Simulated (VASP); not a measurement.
**Sb: single point with LDA**

The system is Sb.

```
Sb
1.0
    -1.56596    1.56596    2.69374
     1.56596   -1.56596    2.69374
     1.56596    1.56596   -2.69374
Sb
1
Direct
  0.00000 0.00000 0.00000
```

- Program: VASP 6.6.1
- Task: single point
- Functional: LDA
- Potentials or basis: VASP PAW LDA potentials, release 64 (Sb)
- Cutoff: 520 eV
- k mesh: 12 × 12 × 12
- Occupations: fermi-dirac, width 0.05 eV
- Spin: no spin polarisation
- Dipole correction: no
- Further INCAR settings: ALGO = Normal; EDIFF = 1e-07; NBANDS = 8

```
Pressure : -1.0 GPa
```

Stress tensor (GPa, compression positive):
```
-0.89  0.00  0.00
 0.00 -0.89  0.00
 0.00  0.00 -1.34
```

Levels at points of the mesh, in eV from the Fermi level:
| k point | band 1 | band 2 | band 3 | band 4 | band 5 | band 6 | band 7 |
| --- | --- | --- | --- | --- | --- | --- | --- |
| (0.00, 0.00, 0.00) | -13.12 | 4.69 | 5.50 | 5.50 | 9.25 | 10.54 | 10.58 |
| (0.50, 0.00, 0.00) | -9.22 | -5.90 | 1.78 | 5.43 | 6.16 | 10.12 | 10.56 |
| (0.50, 0.50, 0.00) | -6.68 | -4.47 | -1.05 | 0.58 | 3.51 | 4.39 | 15.01 |
| (0.50, 0.50, 0.50) | -9.36 | -5.77 | 2.12 | 2.12 | 5.91 | 6.16 | 16.96 |

Wall time 12 s on 1 thread of Intel(R) Xeon(R) 6975P-C (Granite Rapids) (shared host), peak memory 0.16 GiB.

Caveat: spin-orbit coupling is left out, which moves the levels of the heavy elements.
